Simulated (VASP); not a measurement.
SiC:

```xyz
2
Lattice="0.0000 2.1740 2.1740 2.1740 0.0000 2.1740 2.1740 2.1740 0.0000" Properties=species:S:1:pos:R:3 pbc="T T T"
Si    0.0000    0.0000    0.0000
C     3.2610    3.2610    3.2610
```

Base run:

| Property | Result |
| --- | --- |
| Program | VASP 6.6.1 |
| Functional | LDA |
| Potentials or basis | VASP PAW LDA potentials, release 64 (Si, C) |
| Cutoff | 520 eV |
| k mesh | 16 × 16 × 16 |
| Occupations | fermi-dirac, width 0.05 eV |
| Spin | no spin polarisation |

Its results: band gap on the k mesh 1.30 eV (least direct gap 4.51 eV); pressure -2.5 GPa.

Question: The run is repeated on the same cell with these changes: k mesh from 16 × 16 × 16, through Γ to 16 × 16 × 16, shifted; further incar settings from ALGO = Normal; EDIFF = 1e-08; NBANDS = 11 to ALGO = Normal; EDIFF = 1e-06; NBANDS = 11; ISYM = 0. What comes out?

Answer: Band gap on the k mesh 1.39 eV (least direct gap 4.57 eV); pressure -2.5 GPa.

Caveats: a shifted mesh leaves out Γ, where band edges can lie (at least some runs).

A k mesh can miss the band edges.
